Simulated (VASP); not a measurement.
Crystal: HfO2.

```xyz
3
Lattice="3.2522 0.0000 0.0000 -1.6261 2.8165 0.0000 0.0000 0.0000 5.6017" Properties=species:S:1:pos:R:3 pbc="T T T"
Hf    0.0000    0.0000    0.0000
O     0.0000    1.8777    0.9698
O     1.6261    0.9388    4.6319
```

Base run:

| Item | Value |
| --- | --- |
| Program | VASP 6.6.1 |
| Functional | LDA |
| Potentials or basis | VASP PAW LDA potentials, release 64 (Hf_pv, O) |
| Cutoff | 520 eV |
| k mesh | 12 × 12 × 6 |
| Occupations | gaussian, width 0.05 eV |
| Spin | no spin polarisation |

Its results: band gap on the k mesh 4.61 eV (least direct gap 4.86 eV); pressure -9.6 GPa; largest force 0.874 eV/Å.

The run is repeated on the same cell with these changes: functional from LDA to PBEsol; potentials or basis from VASP PAW LDA potentials, release 64 (Hf_pv, O) to VASP PAW PBE potentials, release 64 (Hf_pv, O). What comes out?

Band gap on the k mesh 4.70 eV (least direct gap 4.93 eV); pressure -6.1 GPa; largest force 0.531 eV/Å.

Caveats: spin-orbit coupling is left out, which moves the levels of the heavy elements; the stress differs along the axes, from -11 to -6 GPa (at least some runs); the cell stands under tension (at least some runs); the PAW data sets were made with another functional, which shifts forces and pressure a little (at least some runs).

A k mesh can miss the band edges.
